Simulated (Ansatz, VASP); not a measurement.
## Mg: VASP beside Ansatz

```
Mg
1.0
     3.05030    0.00000    0.00000
    -1.52515    2.64164    0.00000
     0.00000    0.00000    3.04484
Mg
1
Direct
  0.00000 0.00000 0.00000
```

Alike in both runs: functional PBE0; k mesh 6 × 6 × 5; occupations fermi-dirac, width 0.05 eV; no spin polarisation.

|  | VASP | Ansatz |
| --- | --- | --- |
| version | VASP 6.6.1 | Ansatz 0.2.0 |
| potentials or method | VASP PAW PBE potentials, release 64 (Mg) | Ansatz PAW |
| plane-wave cutoff (eV) | 520 | 420 |
| valence electrons in the cell | 2 | 10 |
| task | single point | projected density of states |

```csv
,VASP,Ansatz,Ansatz less VASP
gap on the k mesh at the Fermi level (eV),none,none,-
pressure (GPa),1.4,1.6,+0.20
"traceless stress, the component that is largest in VASP (GPa)",2.79,2.71,-0.078
```

A gap of «none» marks a metal or a gap that the smearing closes. With one functional, cell and mesh, what is left measures potentials, basis and numerics. VASP's potentials hold 2 valence electrons a cell and Ansatz's 10, so a difference there can come from the potentials and not from the codes.

The k mesh is coarse, so the values compare programs but aren't converged.
